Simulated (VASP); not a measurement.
# RbBr (Pm-3m) in VASP: single point with PBE

Aim: the single point of RbBr with PBE.

Program: VASP 6.6.1. These are calculated values, not measurements. Logs are shortened: lines on timing, memory, paths and dates and some standing lists are left out, and cuts for length are marked.

### Step 1. The cell of the first run

Symmetry: Pm-3m, No. 221, cubic system. The conventional cell has a = 4.193 Å, b = 4.193 Å, c = 4.193 Å, α = 90.00°, β = 90.00°, γ = 90.00°. Rb (site symmetry m-3m) has 8 Br at 3.63 Å and 6 Rb at 4.19 Å within 4.8 Å. Within 4.8 Å of Br (site symmetry m-3m) lie 8 Rb at 3.63 Å and 6 Br at 4.19 Å.

### Step 2. Single point, PBE

Input file INCAR:

```
ALGO = Normal ; EDIFF = 1E-6
ENCUT = 520 ; GGA = PE
ISIF = 2 ; ISMEAR = 0
LASPH = T ; LCHARG = T
LELF = T ; LREAL = F
LVHAR = T ; LWAVE = F
NBANDS = 15 ; NELM = 60
PREC = Accurate ; SIGMA = 0.05
```

Input file KPOINTS:

```
k-points
0
Gamma
  6 6 6
```

Input file POSCAR:

```
RbBr
1.0
    4.1929021031      0.0000000000      0.0000000000
    0.0000000000      4.1929021031      0.0000000000
    0.0000000000      0.0000000000      4.1929021031
Rb Br
1 1
Direct
    0.0000000000      0.0000000000      0.0000000000
    0.5000000000      0.5000000000      0.5000000000
```

Potentials or basis: VASP PAW PBE potentials, release 64 (Rb_sv, Br).

On the command line:

```console
$ cat potpaw_PBE.64/Rb_sv/POTCAR potpaw_PBE.64/Br/POTCAR > POTCAR
$ mpirun -np 1 vasp_std > vasp.out
```

OUTCAR:

```text
EDIFF = 1E-6
   ENCUT = 520
   GGA = PE
   ISIF = 2
   ISMEAR = 0
   LASPH = T
   LREAL = F
   NELM = 60
   PREC = Accurate

 ion  position               nearest neighbor table
   1  0.000  0.000  0.000-   2 3.63   2 3.63   2 3.63   2 3.63   2 3.63   2 3.63   2 3.63   2 3.63

   2  0.500  0.500  0.500-   1 3.63   1 3.63   1 3.63   1 3.63   1 3.63   1 3.63   1 3.63   1 3.63

  LATTYP: Found a simple cubic cell.
 ALAT       =     4.1929021031

  Lattice vectors:

 A1 = (   4.1929021031,   0.0000000000,   0.0000000000)
 A2 = (   0.0000000000,   4.1929021031,   0.0000000000)
 A3 = (   0.0000000000,   0.0000000000,   4.1929021031)

Analysis of symmetry for initial positions (statically):
=====================================================================
 Subroutine PRICEL returns:
 Original cell was already a primitive cell.

 Routine SETGRP: Setting up the symmetry group for a
 simple cubic supercell.

 Subroutine GETGRP returns: Found 48 space group operations
 (whereof 48 operations were pure point group operations)
 out of a pool of 48 trial point group operations.

The static configuration has the point symmetry O_h .

Analysis of symmetry for dynamics (positions and initial velocities):
=====================================================================
 Subroutine PRICEL returns:
 Original cell was already a primitive cell.

 Routine SETGRP: Setting up the symmetry group for a
 simple cubic supercell.

 Subroutine GETGRP returns: Found 48 space group operations
 (whereof 48 operations were pure point group operations)
 out of a pool of 48 trial point group operations.

The dynamic configuration has the point symmetry O_h .

 Subroutine INISYM returns: Found 48 space group operations
 (whereof 48 operations are pure point group operations),
 and found     1 'primitive' translations

----------------------------------------------------------------------------------------

                                     Primitive cell

  volume of cell :      73.7130

  direct lattice vectors                    reciprocal lattice vectors
     4.192902103  0.000000000  0.000000000     0.238498294  0.000000000  0.000000000
     0.000000000  4.192902103  0.000000000     0.000000000  0.238498294  0.000000000
     0.000000000  0.000000000  4.192902103     0.000000000  0.000000000  0.238498294

  length of vectors
     4.192902103  4.192902103  4.192902103     0.238498294  0.238498294  0.238498294

  position of ions in fractional coordinates (direct lattice)
     0.000000000  0.000000000  0.000000000
     0.500000000  0.500000000  0.500000000

  ion indices of the primitive-cell ions
   primitive index   ion index
                 1           1
                 2           2

----------------------------------------------------------------------------------------

 KPOINTS: k-points

Automatic generation of k-mesh.
 Grid dimensions read from file:
 generate k-points for:    6    6    6

 Generating k-lattice:

  Cartesian coordinates                     Fractional coordinates (reciprocal lattice)
     0.039749716  0.000000000  0.000000000     0.166666667  0.000000000  0.000000000
     0.000000000  0.039749716  0.000000000     0.000000000  0.166666667  0.000000000
     0.000000000  0.000000000  0.039749716     0.000000000  0.000000000  0.166666667

  Length of vectors
     0.039749716  0.039749716  0.039749716

  Shift w.r.t. Gamma in fractional coordinates (k-lattice)
     0.000000000  0.000000000  0.000000000

 Subroutine IBZKPT returns following result:
 ===========================================

 Found     20 irreducible k-points:

 Following reciprocal coordinates:
            Coordinates               Weight
  0.000000  0.000000  0.000000      1.000000
  0.166667  0.000000  0.000000      6.000000
  0.333333  0.000000  0.000000      6.000000
  0.500000  0.000000  0.000000      3.000000
  0.166667  0.166667  0.000000     12.000000
  0.333333  0.166667  0.000000     24.000000
[... 12 lines left out ...]
  0.500000  0.500000  0.333333      6.000000
  0.500000  0.500000  0.500000      1.000000
   k-points           NKPTS =     20   k-points in BZ     NKDIM =     20   number of bands    NBANDS=     15
   number of dos      NEDOS =    301   number of ions     NIONS =      2
   total plane-waves  NPLWV =  32768
   dimension x,y,z NGX =    32 NGY =   32 NGZ =   32
   dimension x,y,z NGXF=    64 NGYF=   64 NGZF=   64
   ions per type =               1   1
   NGX,Y,Z   is equivalent  to a cutoff of  12.69, 12.69, 12.69 a.u.
   NGXF,Y,Z  is equivalent  to a cutoff of  25.38, 25.38, 25.38 a.u.
 SYSTEM =  unknown system
   PREC   = accura    normal or accurate (medium, high low for compatibility)
   ISTART =      0    job   : 0-new  1-cont  2-samecut
   ICHARG =      2    charge: 1-file 2-atom 10-const
   ISPIN  =      1    spin polarized calculation?
   LNONCOLLINEAR =      F non collinear calculations
   LSORBIT =      F    spin-orbit coupling
   LASPH  =      T    aspherical Exc in radial PAW
   ENCUT  =  520.0 eV  38.22 Ry    6.18 a.u.   7.80  7.80  7.80*2*pi/ulx,y,z
   NELM   =     60;   NELMIN=  2; NELMDL= -5     # of ELM steps
   EDIFF  = 0.1E-05   stopping-criterion for ELM
   LREAL  =      F    real-space projection
   EDIFFG = 0.1E-04   stopping-criterion for IOM
   NSW    =      0    number of steps for IOM
   IBRION =     -1    ionic relax: 0-MD 1-quasi-New 2-CG
   NFREE  =      0    steps in history (QN), initial steepest desc. (CG)
   ISIF   =      2    stress and relaxation
   ISYM   =      2    0-nonsym 1-usesym 2-fastsym
   POTIM  = 0.5000    time-step for ionic-motion
   TEBEG  =    0.0;   TEEND  =   0.0 temperature during run
   PSTRESS=    0.0 pullay stress
   NELECT =      16.0000    total number of electrons
   NUPDOWN=      -1.0000    fix difference up-down
   EMIN   =  10.00;   EMAX   =-10.00  energy-range for DOS
   EFERMI =   0.00;   METHOD = LEGACY
   ISMEAR =     0;   SIGMA  =   0.05  broadening in eV -4-tet -1-fermi 0-gaus
   EFERMI_NEDOS =   21; number of points for ismear=-14 and -15
   IALGO  =     38    algorithm
   IMIX   =      4    mixing-type and parameters
     AMIX     =   0.40;   BMIX     =  1.00
     AMIX_MAG =   1.60;   BMIX_MAG =  1.00
  volume/ion in A,a.u.               =      36.86       248.72
  Fermi-wavevector in a.u.,A,eV,Ry     =   0.983860  1.859226 13.170182  0.967981
  Thomas-Fermi vector in A             =   2.115050
   LORBIT       =      0    0 simple, 1 ext, 2 COOP (PROOUT), +10 PAW based schemes
   GGA     = PE    functional components
   LHFCALC =     F    Hartree Fock is set to
   AEXX    =    0.0000 exact exchange contribution
   IVDW    =     0    specifies the selected vdW correction
   LEPSILON=     F    determine dielectric tensor
   LRPA    =     F    only Hartree local field effects (RPA)
 non-spin polarized calculation
 Gauss-broadening in eV      SIGMA  =   0.05
  energy-cutoff  :      520.00
  volume of cell :       73.71
 maximum number of plane-waves:      2008
 NGX is ok and might be reduce to    32
   NGX = 15   NGY = 15   NGZ = 15

 number of electron      16.0000001 magnetization

 Free energy of the ion-electron system (eV)
  ---------------------------------------------------
  ext. energy  EPLUGINS =         0.00000000
  ---------------------------------------------------
  free energy    TOTEN  =        -6.00520688 eV

  energy without entropy =       -6.00520688  energy(sigma->0) =       -6.00520688

 E-fermi :  -0.6066     XC(G=0):  -7.7253

 val. band max:       -0.8878146587   @ k =   0.5000   0.5000   0.0000
 cond. band min:       3.0364373965   @ k =   0.0000   0.0000   0.0000
 fundamental gap:      3.9242520552
 Fermi energy:        -0.6065945486

 k-point     1 :       0.0000    0.0000    0.0000
  band No.  band energies     occupation
      1     -26.0665      2.00000
      2     -13.4287      2.00000
      3     -10.0572      2.00000
      4     -10.0572      2.00000
      5     -10.0572      2.00000
      6      -1.0387      2.00000
      7      -1.0387      2.00000
      8      -1.0387      2.00000
      9       3.0364      0.00000
     10       4.7407      0.00000
     11       4.7407      0.00000
     12       8.9060      0.00000
     13       8.9060      0.00000
     14       8.9060      0.00000
     15      11.5706      0.00000

 k-point     2 :       0.1667    0.0000    0.0000
  band No.  band energies     occupation
      1     -26.0624      2.00000
      2     -13.4256      2.00000
      3     -10.0911      2.00000
      4     -10.0475      2.00000
      5     -10.0475      2.00000
      6      -1.4966      2.00000
      7      -1.0517      2.00000
      8      -1.0517      2.00000
      9       3.6607      0.00000
     10       4.9410      0.00000
     11       5.2866      0.00000
     12       8.7766      0.00000
     13       8.7766      0.00000
     14       9.0508      0.00000
     15      10.3632      0.00000

 k-point     3 :       0.3333    0.0000    0.0000
  band No.  band energies     occupation
      1     -26.0542      2.00000
      2     -13.4210      2.00000
      3     -10.1523      2.00000
      4     -10.0279      2.00000
      5     -10.0279      2.00000
      6      -2.1956      2.00000
      7      -1.0790      2.00000
      8      -1.0790      2.00000
      9       4.9490      0.00000
     10       5.4946      0.00000
     11       6.3428      0.00000
     12       8.6893      0.00000
     13       8.6893      0.00000
     14       8.6967      0.00000
     15       9.4063      0.00000

 k-point     4 :       0.5000    0.0000    0.0000
  band No.  band energies     occupation
      1     -26.0501      2.00000
      2     -13.4196      2.00000
      3     -10.1796      2.00000
      4     -10.0180      2.00000
      5     -10.0180      2.00000
      6      -2.4851      2.00000
      7      -1.0934      2.00000
      8      -1.0934      2.00000
      9       5.9795      0.00000
     10       5.9887      0.00000
     11       6.4896      0.00000
     12       7.8121      0.00000
     13       8.7763      0.00000
     14       8.7763      0.00000
     15       9.6401      0.00000
[... 235 lines left out ...]
 k-point    18 :       0.5000    0.3333    0.3333
  band No.  band energies     occupation
      1     -26.0276      2.00000
      2     -13.2222      2.00000
      3     -10.2727      2.00000
      4     -10.2126      2.00000
      5     -10.1954      2.00000
      6      -2.0459      2.00000
      7      -1.8888      2.00000
      8      -1.7452      2.00000
      9       6.0384      0.00000
     10       6.7428      0.00000
     11       6.7564      0.00000
     12       7.9556      0.00000
     13       8.0357      0.00000
     14       8.3690      0.00000
     15      10.8622      0.00000

 k-point    19 :       0.5000    0.5000    0.3333
  band No.  band energies     occupation
      1     -26.0239      2.00000
      2     -13.1942      2.00000
      3     -10.2701      2.00000
      4     -10.2701      2.00000
      5     -10.1891      2.00000
      6      -2.0534      2.00000
      7      -2.0534      2.00000
      8      -1.8542      2.00000
      9       6.1796      0.00000
     10       7.0527      0.00000
     11       7.0527      0.00000
     12       7.4600      0.00000
     13       8.6318      0.00000
     14       8.6318      0.00000
     15      10.8578      0.00000

 k-point    20 :       0.5000    0.5000    0.5000
  band No.  band energies     occupation
      1     -26.0202      2.00000
      2     -13.1710      2.00000
      3     -10.2528      2.00000
      4     -10.2528      2.00000
      5     -10.2528      2.00000
      6      -2.1108      2.00000
      7      -2.1108      2.00000
      8      -2.1108      2.00000
      9       7.1791      0.00000
     10       7.1791      0.00000
     11       7.1791      0.00000
     12       8.2395      0.00000
     13       8.2395      0.00000
     14       8.2395      0.00000
     15      10.9734      0.00000

------------------------ aborting loop because EDIFF is reached ----------------------------------------

  FORCE on cell =-STRESS in cart. coord.  units (eV):
  Direction    XX          YY          ZZ          XY          YZ          ZX
  --------------------------------------------------------------------------------------
  -------------------------------------------------------------------------------------
  Total        0.0301934      0.0301934      0.0301934      0.0000000      0.0000000      0.0000000
  in kB        0.6562629      0.6562629      0.6562629      0.0000000      0.0000000      0.0000000
  external PRESSURE =       0.6562629 kB  Pullay stress =       0.0000000 kB

 VOLUME and BASIS-vectors are now :
 -----------------------------------------------------------------------------
  energy-cutoff  :      520.00
  volume of cell :       73.71
      direct lattice vectors                 reciprocal lattice vectors
     4.192902103  0.000000000  0.000000000     0.238498294  0.000000000  0.000000000
     0.000000000  4.192902103  0.000000000     0.000000000  0.238498294  0.000000000
     0.000000000  0.000000000  4.192902103     0.000000000  0.000000000  0.238498294

 POSITION                                       TOTAL-FORCE (eV/Angst)
 -----------------------------------------------------------------------------------
      0.00000      0.00000      0.00000         0.000000      0.000000      0.000000
      2.09645      2.09645      2.09645         0.000000      0.000000      0.000000
 -----------------------------------------------------------------------------------
    total drift:                                0.000000      0.000000     -0.000000

  FREE ENERGIE OF THE ION-ELECTRON SYSTEM (eV)
  ---------------------------------------------------
  free  energy   TOTEN  =        -6.0052068753 eV

  energy  without entropy=       -6.0052068753  energy(sigma->0) =       -6.00520688
```

Run time: 18 s. Hardware: 1 thread of Intel Xeon Platinum 8259CL at 2.50GHz (Skylake/Cascade Lake), shared host; peak memory 0.18 GiB.

What came out:

```yaml
Free_energy: -6.0052 eV
Pressure: 0.1 GPa
Band_gap_on_the_k_mesh: 3.92 eV (least direct gap 4.08 eV)
```
